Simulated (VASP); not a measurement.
Runs of VASP 6.6.1 on HfO2. The structure is that of space group Fm-3m (No. 225), or close to it. The cells are those of the table. 

```tsv
cell	gap on the mesh (eV)	pressure (GPa)
a = 3.662, b = 3.662, c = 3.617 Å, angles 60.4, 60.4, 59.2°, 3 atoms	4.01	-17.3
a = 3.528, b = 3.528, c = 3.436 Å, angles 60.9, 60.9, 58.3°, 3 atoms	3.92	17.1
a = 3.482, b = 3.482, c = 3.436 Å, angles 60.4, 60.4, 59.1°, 3 atoms	4.35	26.3
a = 3.618, b = 3.618, c = 3.526 Å, angles 60.8, 60.8, 58.3°, 3 atoms	3.80	-5.8
a = 3.662, b = 3.662, c = 3.707 Å, angles 59.6, 59.6, 60.8°, 3 atoms	3.87	-22.0
a = 3.572, b = 3.572, c = 3.617 Å, angles 59.6, 59.6, 60.8°, 3 atoms	4.07	-6.0
a = 3.798 Å, angles 60.0°, 3 atoms	3.77	-35.8
a = 3.753, b = 3.753, c = 3.798 Å, angles 59.6, 59.6, 60.8°, 3 atoms	3.67	(a)
a = 3.482, b = 3.482, c = 3.526 Å, angles 59.6, 59.6, 60.9°, 3 atoms	4.23	16.8
a = 3.572, b = 3.572, c = 3.526 Å, angles 60.4, 60.4, 59.2°, 3 atoms	4.19	0.7
a = 3.526 Å, angles 60.0°, 3 atoms	(c)	8.2
a = 3.753, b = 3.753, c = 3.707 Å, angles 60.4, 60.4, 59.2°, 3 atoms	(b)	-29.8
```

Alike in all rows: task single point; level r2SCAN; potentials or basis VASP PAW PBE potentials, release 64 (Hf_pv, O); no spin polarisation; k mesh 8 × 8 × 8; cutoff (eV) 520; smearing gaussian 0.05 eV.

Problem. Estimate the missing entries.

Solution. (a) -33.0; (b) 3.81; (c) 4.44.

Caveats: the PAW data sets were made with another functional, which shifts forces and pressure a little; spin-orbit coupling is left out, which moves the levels of the heavy elements.

A k mesh can miss the band edges, and the runs leave out spin-orbit coupling on Hf.
